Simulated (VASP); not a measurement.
Sn4O7 (a cell with a defect), 11 atoms in the cell. The cell holds a defect, 11 atoms: a = 5.692 Å, b = 5.692 Å, c = 5.692 Å, α = 69.33°, β = 69.33°, γ = 69.33°.  This cell differs from its parent crystal: atoms taken out, atom 11 moved -0.167 of the way to it and +0.500 Å across, host rigid.

```yaml
Program: VASP 6.6.1
Task: single point
Functional: PBE
Dispersion: D3(BJ)
Potentials_or_basis: VASP PAW PBE potentials, release 64 (Sn_d, O)
Cutoff: 520 eV
k_mesh: 6 × 6 × 6
Occupations: gaussian, width 0.05 eV
Spin: no spin polarisation
Dipole_correction: no
Charge: 2
Further_INCAR_settings: ALGO = Normal; EDIFF = 1e-06; NBANDS = 60; NELECT = 96.0
```

Potentials or basis: VASP PAW PBE potentials, release 64 (Sn_d, O).

Run with:

```sh
$ cat potpaw_PBE.64/Sn_d/POTCAR potpaw_PBE.64/O/POTCAR > POTCAR
$ mpirun -np 4 vasp_std > vasp.out
```

Hardware: 4 MPI ranks on Intel(R) Xeon(R) Platinum 8375C CPU @ 2.90GHz (Ice Lake) (shared host).

Task: How long does it take, and how much memory?

Result: It took 7.8 min on 4 MPI ranks on Intel(R) Xeon(R) Platinum 8375C CPU @ 2.90GHz (Ice Lake), with other jobs on the host, peak memory 0.77 GiB a rank. Counts: scf iterations 17, k points 112.
